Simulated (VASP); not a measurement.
# Mg in VASP: notebook, part 2 of 2

VASP 6.6.1. Earlier steps stand in the parts before.

## 3. Electric field gradients, PBE (equal xy, yz and zx shear strains of +1 %)

Input file INCAR:

```
PREC = Accurate
ENCUT = 520
EDIFF = 1E-8
ISMEAR = -1
SIGMA = 0.05
LREAL = False
LASPH = True
NELM = 80
ALGO = Normal
ISIF = 2
LWAVE = False
LCHARG = False
GGA = PE
LEFG = True
NBANDS = 9
```

Input file KPOINTS:

```
Automatic mesh
0
Gamma
  12 12 7
```

Input file POSCAR:

```
Mg
1.0
    3.2092715325      0.0160463577      0.0160463577
   -1.5907392128      2.7712874960      0.0058733745
    0.0260516500      0.0260516500      5.2103300000
Mg
2
Direct
    0.3333333333      0.6666666667      0.2500000000
    0.6666666667      0.3333333333      0.7500000000
```

Potentials or basis: VASP PAW PBE potentials, release 64 (Mg).

The run is started by

```console
> cat potpaw_PBE.64/Mg/POTCAR > POTCAR
> mpirun -np 1 vasp_std > vasp.out
```

OUTCAR:

```text
PREC = Accurate
   ENCUT = 520
   EDIFF = 1E-8
   ISMEAR = -1
   LREAL = False
   LASPH = True
   NELM = 80
   ISIF = 2
   GGA = PE

 ion  position               nearest neighbor table
   1  0.333  0.667  0.250-   2 3.18   2 3.18   2 3.19   2 3.20   2 3.21   2 3.22
   2  0.667  0.333  0.750-   1 3.18   1 3.18   1 3.19   1 3.20   1 3.21   1 3.22

  LATTYP: Found a triclinic cell.
 ALAT       =     3.2232526051
 B/A-ratio  =     0.9913558883
 C/A-ratio  =     1.6165224681
 COS(alpha) =     0.0036852528
 COS(beta)  =     0.0136346634
 COS(gamma) =     0.5000188431

  Lattice vectors:

 A1 = (   1.6185323197,   2.7873338537,   0.0219197322)
 A2 = (  -1.5907392128,   2.7712874960,   0.0058733745)
 A3 = (   0.0260516500,   0.0260516500,   5.2103300000)

Analysis of symmetry for initial positions (statically):
=====================================================================
 Subroutine PRICEL returns:
 Original cell was already a primitive cell.

 Routine SETGRP: Setting up the symmetry group for a
 triclinic supercell.

 Subroutine GETGRP returns: Found  2 space group operations
 (whereof  2 operations were pure point group operations)
 out of a pool of  2 trial point group operations.

The static configuration has the point symmetry S_2 .

Analysis of symmetry for dynamics (positions and initial velocities):
=====================================================================
 Subroutine PRICEL returns:
 Original cell was already a primitive cell.

 Routine SETGRP: Setting up the symmetry group for a
 triclinic supercell.

 Subroutine GETGRP returns: Found  2 space group operations
 (whereof  2 operations were pure point group operations)
 out of a pool of  2 trial point group operations.

The dynamic configuration has the point symmetry S_2 .

 Subroutine INISYM returns: Found  2 space group operations
 (whereof  2 operations are pure point group operations),
 and found     1 'primitive' translations

----------------------------------------------------------------------------------------

                                     Primitive cell

  volume of cell :      46.4704

  direct lattice vectors                    reciprocal lattice vectors
     3.209271532  0.016046358  0.016046358     0.310717623  0.178359362 -0.002445385
    -1.590739213  2.771287496  0.005873375    -0.001790146  0.359819348 -0.001790146
     0.026051650  0.026051650  5.210330000    -0.000954905 -0.000954905  0.191935972

  length of vectors
     3.209351763  3.195390450  5.210460257     0.358278499  0.359828254  0.191940723

  position of ions in fractional coordinates (direct lattice)
     0.333333333  0.666666667  0.250000000
     0.666666667  0.333333333  0.750000000

  ion indices of the primitive-cell ions
   primitive index   ion index
                 1           1
                 2           2

----------------------------------------------------------------------------------------

 KPOINTS: Automatic mesh

Automatic generation of k-mesh.
 Grid dimensions read from file:
[... 73 lines left out ...]
   POTIM  = 0.5000    time-step for ionic-motion
   TEBEG  =    0.0;   TEEND  =   0.0 temperature during run
   PSTRESS=    0.0 pullay stress
   NELECT =       4.0000    total number of electrons
   NUPDOWN=      -1.0000    fix difference up-down
   EMIN   =  10.00;   EMAX   =-10.00  energy-range for DOS
   EFERMI =   0.00;   METHOD = LEGACY
   ISMEAR =    -1;   SIGMA  =   0.05  broadening in eV -4-tet -1-fermi 0-gaus
   EFERMI_NEDOS =   21; number of points for ismear=-14 and -15
   IALGO  =     38    algorithm
   IMIX   =      4    mixing-type and parameters
     AMIX     =   0.40;   BMIX     =  1.00
     AMIX_MAG =   1.60;   BMIX_MAG =  1.00
  volume/ion in A,a.u.               =      23.24       156.80
  Fermi-wavevector in a.u.,A,eV,Ry     =   0.722830  1.365950  7.108812  0.522483
  Thomas-Fermi vector in A             =   1.812892
   LORBIT       =      0    0 simple, 1 ext, 2 COOP (PROOUT), +10 PAW based schemes
   GGA     = PE    functional components
   LHFCALC =     F    Hartree Fock is set to
   AEXX    =    0.0000 exact exchange contribution
   IVDW    =     0    specifies the selected vdW correction
   LEPSILON=     F    determine dielectric tensor
   LRPA    =     F    only Hartree local field effects (RPA)
 non-spin polarized calculation
  energy-cutoff  :      520.00
  volume of cell :       46.47
 maximum number of plane-waves:      1275
   NGX = 11   NGY = 11   NGZ = 19

 number of electron       4.0000000 magnetization

 Free energy of the ion-electron system (eV)
  ---------------------------------------------------
  ext. energy  EPLUGINS =         0.00000000
  ---------------------------------------------------
  free energy    TOTEN  =        -3.01394191 eV

  energy without entropy =       -3.00622163  energy(sigma->0) =       -3.01008177

 E-fermi :   2.5185     XC(G=0):  -8.4540

 val. band max:        2.5138788427   @ k =  -0.4167  -0.0833   0.2857
 cond. band min:       2.5200497150   @ k =   0.3333   0.5000   0.1429
 fundamental gap:      0.0061708723
 Fermi energy:         2.5184671788

 k-point     1 :       0.0000    0.0000    0.0000
  band No.  band energies     occupation
      1      -4.3090      2.00000
      2       0.9076      2.00000
      3       1.3293      2.00000
      4      13.3304      0.00000
      5      13.4316      0.00000
      6      13.5491      0.00000
      7      13.6187      0.00000
      8      14.3433      0.00000
      9      15.8860      0.00000
[... 265 lines left out ...]
 k-point    24 :       0.3333    0.1667   -0.0000
  band No.  band energies     occupation
      1      -0.6190      2.00000
      2       2.4149      1.77633
      3       4.3284      0.00000
      4       4.7919      0.00000
      5       5.9377      0.00000
      6       7.3623      0.00000
      7       8.5041      0.00000
      8      10.5362      0.00000
      9      11.4932      0.00000

 [... further k-points ...]
[... 5 lines left out ...]
  --------------------------------------------------------------------------------------
  -------------------------------------------------------------------------------------
  Total       -0.0942130     -0.0955705     -0.3208840     -0.0334121     -0.0592324     -0.0579158
  in kB       -3.2482164     -3.2950190    -11.0632404     -1.1519626     -2.0421789     -1.9967850
  external PRESSURE =      -5.8688252 kB  Pullay stress =       0.0000000 kB

 VOLUME and BASIS-vectors are now :
 -----------------------------------------------------------------------------
  energy-cutoff  :      520.00
  volume of cell :       46.47
      direct lattice vectors                 reciprocal lattice vectors
     3.209271532  0.016046358  0.016046358     0.310717623  0.178359362 -0.002445385
    -1.590739213  2.771287496  0.005873375    -0.001790146  0.359819348 -0.001790146
     0.026051650  0.026051650  5.210330000    -0.000954905 -0.000954905  0.191935972

 POSITION                                       TOTAL-FORCE (eV/Angst)
 -----------------------------------------------------------------------------------
      0.01578      1.85939      1.31185        -0.006639      0.000151      0.000367
      1.62881      0.95400      3.92040         0.006639     -0.000151     -0.000367
 -----------------------------------------------------------------------------------
    total drift:                                0.000000     -0.000000     -0.000000

  FREE ENERGIE OF THE ION-ELECTRON SYSTEM (eV)
  ---------------------------------------------------
  free  energy   TOTEN  =        -3.0139419145 eV

  energy  without entropy=       -3.0062216263  energy(sigma->0) =       -3.01008177

 Electric field gradients (V/A^2)
---------------------------------------------------------------------
 ion       V_xx      V_yy      V_zz      V_xy      V_xz      V_yz
---------------------------------------------------------------------
   1      -0.508    -0.530     1.038     0.227     0.284     0.282
   2      -0.508    -0.530     1.038     0.227     0.284     0.282
---------------------------------------------------------------------

 Electric field gradients after diagonalization (V/A^2)
 (convention: |V_zz| > |V_xx| > |V_yy|)
----------------------------------------------------------------------
 ion       V_xx      V_yy      V_zz     asymmetry (V_yy - V_xx)/ V_zz
----------------------------------------------------------------------
   1      -0.746    -0.403     1.150       0.298
   2      -0.746    -0.403     1.150       0.298
----------------------------------------------------------------------

           NMR quadrupolar parameters

 Cq : quadrupolar parameter    Cq=e*Q*V_zz/h
 eta: asymmetry parameters     (V_yy - V_xx)/ V_zz
 Q  : nuclear electric quadrupole moment in mb (millibarn)
----------------------------------------------------------------------
 ion       Cq(MHz)       eta       Q (mb)
----------------------------------------------------------------------
   1       0.003       0.298       1.000
   2       0.003       0.298       1.000
----------------------------------------------------------------------
```

stdout:

```text
POSCAR found type information on POSCAR Mg
 POSCAR found :  1 types and       2 ions
 scaLAPACK will be used
 LDA part: xc-table for (Slater+PW92), standard interpolation
 POSCAR, INCAR and KPOINTS ok, starting setup
 FFT: planning ... GRIDC
 FFT: planning ... GRID_SOFT
 FFT: planning ... GRID
 WAVECAR not read
 entering main loop
ion   1
     0.0000337    -0.0159988    -0.0124594    -0.0157925    -0.0126509    -0.0006112
     0.0000464    -0.0159988    -0.0124594    -0.0157925    -0.0126509    -0.0006112
     0.0000638    -0.0159988    -0.0124594    -0.0157925    -0.0126509    -0.0006112
     0.0000879    -0.0159988    -0.0124594    -0.0157925    -0.0126509    -0.0006112

     0.0000337    -0.2194096    -0.2681948    -0.8078951    -0.2696255    -0.0101388
     0.0000464    -0.2194095    -0.2681946    -0.8078946    -0.2696253    -0.0101388
     0.0000638    -0.2194092    -0.2681943    -0.8078937    -0.2696250    -0.0101388
     0.0000879    -0.2194088    -0.2681938    -0.8078922    -0.2696245    -0.0101387

ion   2
     0.0000337    -0.0159988    -0.0124594    -0.0157925    -0.0126509    -0.0006112
     0.0000464    -0.0159988    -0.0124594    -0.0157925    -0.0126509    -0.0006112
     0.0000638    -0.0159988    -0.0124594    -0.0157925    -0.0126509    -0.0006112
     0.0000879    -0.0159988    -0.0124594    -0.0157925    -0.0126509    -0.0006112

     0.0000337    -0.2194096    -0.2681948    -0.8078951    -0.2696255    -0.0101388
     0.0000464    -0.2194095    -0.2681946    -0.8078946    -0.2696253    -0.0101388
     0.0000638    -0.2194092    -0.2681943    -0.8078937    -0.2696250    -0.0101388
     0.0000879    -0.2194088    -0.2681938    -0.8078922    -0.2696245    -0.0101387
```

Wall time 2.4 min (1 thread of Intel Xeon 8259CL, shared host); peak memory 0.32 GiB.

Results:

```yaml
Free_energy: -3.0139 eV
Pressure: -0.6 GPa
Largest_force: 0.007 eV/Å
Band_gap_on_the_k_mesh: zero (band 2 reaches 3.57 eV, above the bottom of band 3 at 1.33 eV)
```

Forces on the atoms (eV/Å):
```
Mg  -0.007  0.000  0.000
Mg   0.007  0.000  0.000
```

Stress tensor (GPa, compression positive):
```
-0.32 -0.12 -0.20
-0.12 -0.33 -0.20
-0.20 -0.20 -1.11
```

Electric field gradients, principal values (V/Å²):
```tsv
atom	least	middle	greatest (by size)
1 Mg	-0.403	-0.746	1.150
2 Mg	-0.403	-0.746	1.150
```

Caveat: the cell differs from its parent crystal (equal xy, yz and zx shear strains of +1 %); without QUAD_EFG the Cq values of the log hold for a quadrupole moment of 1 mb, not for the nuclei.
